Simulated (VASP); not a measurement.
# P (Cmce) in VASP: notebook

The runs below take P through single point, with PBE.

Program: VASP 6.6.1. These are calculated values, not measurements. Logs are shortened: lines on timing, memory, paths and dates and some standing lists are left out, and cuts for length are marked.

## Step 1: The cell of the first run

It takes space group Cmce (No. 64, orthorhombic). The conventional cell has a = 3.410 Å, b = 11.624 Å, c = 4.695 Å, α = 90.00°, β = 90.00°, γ = 90.00°. Within 3.0 Å of P (site symmetry m) lie 3 P at 2.30 to 2.33 Å.

## Step 2: Single point, PBE (strain +0.030 along x and y, +0.030 along z)

INCAR reads:

```
ALGO = Normal ; EDIFF = 1E-7
ENCUT = 520 ; GGA = PE
ISIF = 2 ; ISMEAR = 0
LASPH = True ; LCHARG = True
LELF = True ; LREAL = False
LVHAR = True ; LWAVE = False
NBANDS = 18 ; NELM = 80
PREC = Accurate ; SIGMA = 0.03
```

KPOINTS reads:

```
k-points
0
Gamma
  10 10 8
```

POSCAR reads:

```
P
1.0
    1.7048727138     -5.8119992806      0.0000000000
    1.7048727138      5.8119992806      0.0000000000
    0.0000000000      0.0000000000      4.6945060001
P
4
Direct
    0.0940707809      0.9059292191      0.9137202394
    0.5940707809      0.4059292191      0.5862797606
    0.9059292191      0.0940707809      0.0862797606
    0.4059292191      0.5940707809      0.4137202394
```

Potentials or basis: VASP PAW PBE potentials, release 64 (P).

The run is started by

```bash
$ cat potpaw_PBE.64/P/POTCAR > POTCAR
$ mpirun -np 1 vasp_std > vasp.out
```

OUTCAR:

```text
EDIFF = 1E-7
   ENCUT = 520
   GGA = PE
   ISIF = 2
   ISMEAR = 0
   LASPH = True
   LREAL = False
   NELM = 80
   PREC = Accurate

 ion  position               nearest neighbor table
   1  0.094  0.906  0.914-   2 2.30   2 2.30   3 2.33
   2  0.594  0.406  0.586-   1 2.30   1 2.30   4 2.33
   3  0.906  0.094  0.086-   4 2.30   4 2.30   1 2.33
   4  0.406  0.594  0.414-   3 2.30   3 2.30   2 2.33

  LATTYP: Found a base centered orthorhombic cell.
 ALAT       =     3.4097454276
 B/A-ratio  =     3.4090517336
 C/A-ratio  =     1.3767907604

  Lattice vectors:

 A1 = (   1.7048727138,  -5.8119992806,   0.0000000000)
 A2 = (   1.7048727138,   5.8119992806,   0.0000000000)
 A3 = (   0.0000000000,   0.0000000000,   4.6945060001)

Analysis of symmetry for initial positions (statically):
=====================================================================
 Subroutine PRICEL returns:
 Original cell was already a primitive cell.

 Routine SETGRP: Setting up the symmetry group for a
 base centered orthorhombic supercell.

 Subroutine GETGRP returns: Found  8 space group operations
 (whereof  4 operations were pure point group operations)
 out of a pool of  8 trial point group operations.

The static configuration has the point symmetry C_2h.
 The point group associated with its full space group is D_2h.

Analysis of symmetry for dynamics (positions and initial velocities):
=====================================================================
 Subroutine PRICEL returns:
 Original cell was already a primitive cell.

 Routine SETGRP: Setting up the symmetry group for a
 base centered orthorhombic supercell.

 Subroutine GETGRP returns: Found  8 space group operations
 (whereof  4 operations were pure point group operations)
 out of a pool of  8 trial point group operations.

The dynamic configuration has the point symmetry C_2h.
 The point group associated with its full space group is D_2h.

 Subroutine INISYM returns: Found  8 space group operations
 (whereof  4 operations are pure point group operations),
 and found     1 'primitive' translations

----------------------------------------------------------------------------------------

[... 86 lines left out ...]
 SYSTEM =  unknown system
   PREC   = accura    normal or accurate (medium, high low for compatibility)
   ISTART =      0    job   : 0-new  1-cont  2-samecut
   ICHARG =      2    charge: 1-file 2-atom 10-const
   ISPIN  =      1    spin polarized calculation?
   LNONCOLLINEAR =      F non collinear calculations
   LSORBIT =      F    spin-orbit coupling
   LASPH  =      T    aspherical Exc in radial PAW
   ENCUT  =  520.0 eV  38.22 Ry    6.18 a.u.  11.26 11.26  8.73*2*pi/ulx,y,z
   NELM   =     80;   NELMIN=  2; NELMDL= -5     # of ELM steps
   EDIFF  = 0.1E-06   stopping-criterion for ELM
   LREAL  =      F    real-space projection
   EDIFFG = 0.1E-05   stopping-criterion for IOM
   NSW    =      0    number of steps for IOM
   IBRION =     -1    ionic relax: 0-MD 1-quasi-New 2-CG
   NFREE  =      0    steps in history (QN), initial steepest desc. (CG)
   ISIF   =      2    stress and relaxation
   ISYM   =      2    0-nonsym 1-usesym 2-fastsym
   POTIM  = 0.5000    time-step for ionic-motion
   TEBEG  =    0.0;   TEEND  =   0.0 temperature during run
   PSTRESS=    0.0 pullay stress
   NELECT =      20.0000    total number of electrons
   NUPDOWN=      -1.0000    fix difference up-down
   EMIN   =  10.00;   EMAX   =-10.00  energy-range for DOS
   EFERMI =   0.00;   METHOD = LEGACY
   ISMEAR =     0;   SIGMA  =   0.03  broadening in eV -4-tet -1-fermi 0-gaus
   EFERMI_NEDOS =   21; number of points for ismear=-14 and -15
   IALGO  =     38    algorithm
   IMIX   =      4    mixing-type and parameters
     AMIX     =   0.40;   BMIX     =  1.00
     AMIX_MAG =   1.60;   BMIX_MAG =  1.00
  volume/ion in A,a.u.               =      23.26       156.95
  Fermi-wavevector in a.u.,A,eV,Ry     =   0.980706  1.853266 13.085881  0.961785
  Thomas-Fermi vector in A             =   2.111657
   LORBIT       =      0    0 simple, 1 ext, 2 COOP (PROOUT), +10 PAW based schemes
   GGA     = PE    functional components
   LHFCALC =     F    Hartree Fock is set to
   AEXX    =    0.0000 exact exchange contribution
   IVDW    =     0    specifies the selected vdW correction
   LEPSILON=     F    determine dielectric tensor
   LRPA    =     F    only Hartree local field effects (RPA)
 non-spin polarized calculation
 Gauss-broadening in eV      SIGMA  =   0.03
  energy-cutoff  :      520.00
  volume of cell :       93.03
 maximum number of plane-waves:      2526
 NGX is ok and might be reduce to    48
   NGX = 23   NGY = 23   NGZ = 17

 number of electron      20.0000002 magnetization

 Free energy of the ion-electron system (eV)
  ---------------------------------------------------
  ext. energy  EPLUGINS =         0.00000000
  ---------------------------------------------------
  free energy    TOTEN  =       -21.36254192 eV

  energy without entropy =      -21.36254192  energy(sigma->0) =      -21.36254192

 E-fermi :   4.4965     XC(G=0):  -8.8577

 val. band max:        4.3428345908   @ k =   0.5000   0.5000   0.0000
 cond. band min:       4.6732807660   @ k =   0.5000   0.5000   0.0000
 fundamental gap:      0.3304461753
 Fermi energy:         4.4964725159

 k-point     1 :       0.0000    0.0000    0.0000
  band No.  band energies     occupation
      1     -10.2760      2.00000
      2      -7.8834      2.00000
      3      -4.8972      2.00000
      4      -1.4785      2.00000
      5      -0.7957      2.00000
      6       0.1688      2.00000
[... 481 lines left out ...]
      5      -0.9152      2.00000
      6      -0.3958      2.00000
[... 10 lines left out ...]
     17      10.7499      0.00000
     18      10.8305      0.00000

 [... further k-points ...]
[... 5 lines left out ...]
  --------------------------------------------------------------------------------------
  -------------------------------------------------------------------------------------
  Total       -3.7365196     -2.4670855     -2.9706449      0.0000000     -0.0000000      0.0000000
  in kB      -64.3487978    -42.4871281    -51.1592199      0.0000000     -0.0000000      0.0000000
  external PRESSURE =     -52.6650486 kB  Pullay stress =       0.0000000 kB

 VOLUME and BASIS-vectors are now :
 -----------------------------------------------------------------------------
  energy-cutoff  :      520.00
  volume of cell :       93.03
      direct lattice vectors                 reciprocal lattice vectors
     1.704872714 -5.811999281  0.000000000     0.293277026 -0.086028916  0.000000000
     1.704872714  5.811999281  0.000000000     0.293277026  0.086028916  0.000000000
     0.000000000  0.000000000  4.694506000     0.000000000  0.000000000  0.213014958

 POSITION                                       TOTAL-FORCE (eV/Angst)
 -----------------------------------------------------------------------------------
      1.70487      4.71852      4.28947         0.000000      0.531675     -0.444984
      1.70487     -1.09348      2.75229         0.000000      0.531675      0.444984
      1.70487     -4.71852      0.40504         0.000000     -0.531675      0.444984
      1.70487      1.09348      1.94221         0.000000     -0.531675     -0.444984
 -----------------------------------------------------------------------------------
    total drift:                                0.000000      0.000000     -0.000000

  FREE ENERGIE OF THE ION-ELECTRON SYSTEM (eV)
  ---------------------------------------------------
  free  energy   TOTEN  =       -21.3625419219 eV

  energy  without entropy=      -21.3625419219  energy(sigma->0) =      -21.36254192
```

stdout:

```text
POSCAR found type information on POSCAR P
 POSCAR found :  1 types and       4 ions
 scaLAPACK will be used
 LDA part: xc-table for (Slater+PW92), standard interpolation
 POSCAR, INCAR and KPOINTS ok, starting setup
 FFT: planning ... GRIDC
 FFT: planning ... GRID_SOFT
 FFT: planning ... GRID
 WAVECAR not read
 entering main loop
```

Wall time 2.7 min (1 thread of Intel Xeon 6975P-C (Granite Rapids), shared host); peak memory 0.38 GiB.

What came out:

* Free energy: -21.3625 eV
* Pressure: -5.3 GPa
* Largest force: 0.693 eV/Å
* Band gap on the k mesh: 0.33 eV

Forces on the atoms (eV/Å):
```
P    0.000  0.532 -0.445
P    0.000  0.532  0.445
P    0.000 -0.532  0.445
P    0.000 -0.532 -0.445
```

Caveat: the cell differs from its parent crystal (strain +0.030 along x and y, +0.030 along z); the cell stands under tension. A k mesh can miss the band edges.

## Step 3: Single point, PBE (strain -0.030 along x and y, +0.015 along z)

INCAR reads:

```
SYSTEM = P
PREC = Accurate
ENCUT = 520
EDIFF = 1E-6
ISMEAR = 0
SIGMA = 0.03
LREAL = .FALSE.
LASPH = .TRUE.
NELM = 60
ALGO = Normal
ISIF = 2
LWAVE = .FALSE.
LCHARG = .FALSE.
GGA = PE
NBANDS = 18
```

KPOINTS reads:

```
Automatic mesh
0
G
  10 10 8
  0 0 0
```

POSCAR reads:

```
P
1.0
    1.6055597402     -5.4734362158      0.0000000000
    1.6055597402      5.4734362158      0.0000000000
    0.0000000000      0.0000000000      4.6261394078
P
4
Direct
    0.0940707809      0.9059292191      0.9137202394
    0.5940707809      0.4059292191      0.5862797606
    0.9059292191      0.0940707809      0.0862797606
    0.4059292191      0.5940707809      0.4137202394
```

Potentials or basis: VASP PAW PBE potentials, release 64 (P).

The run is started by

```bash
$ cat potpaw_PBE.64/P/POTCAR > POTCAR
$ mpirun -np 1 vasp_std > vasp.out
```

It took 3.8 min on 1 thread of Intel Xeon Platinum 8488C (Sapphire Rapids), shared host; peak memory 0.33 GiB.

Results (log left out):

```yaml
Free_energy: -21.4377 eV
Pressure: 3.3 GPa
Largest_force: 0.517 eV/Å
Band_gap_on_the_k_mesh: 0.22 eV (least direct gap 0.32 eV)
```

Forces in eV/Å, atoms in the order of the input:
```
P    0.000 -0.465 -0.227
P    0.000 -0.465  0.227
P    0.000  0.465  0.227
P    0.000  0.465 -0.227
```

Stress tensor (GPa, compression positive):
```
5.45 0.00 0.00
0.00 4.35 0.00
0.00 0.00 0.12
```

Levels at points of the mesh, in eV from the valence-band top:
```tsv
k point	band 8	band 9	band 10	band 11	band 12	band 13
(0.00, 0.00, 0.00)	-2.79	-1.90	-1.25	0.74	1.58	2.56
(0.50, 0.00, 0.00)	-3.36	-2.53	-2.53	0.63	0.63	1.48
(0.50, 0.50, 0.00)	-1.76	-1.57	0.00	0.32	1.39	2.75
(0.00, 0.00, 0.50)	-2.70	-1.78	-1.78	2.04	2.04	3.27
(0.50, 0.00, 0.50)	-5.24	-1.64	-1.64	1.94	1.94	3.06
(0.50, 0.50, 0.50)	-2.72	-1.99	-1.99	1.93	1.93	2.74
```

Caveat: the cell differs from its parent crystal (strain -0.030 along x and y, +0.015 along z); the cell stands under pressure. A k mesh can miss the band edges.
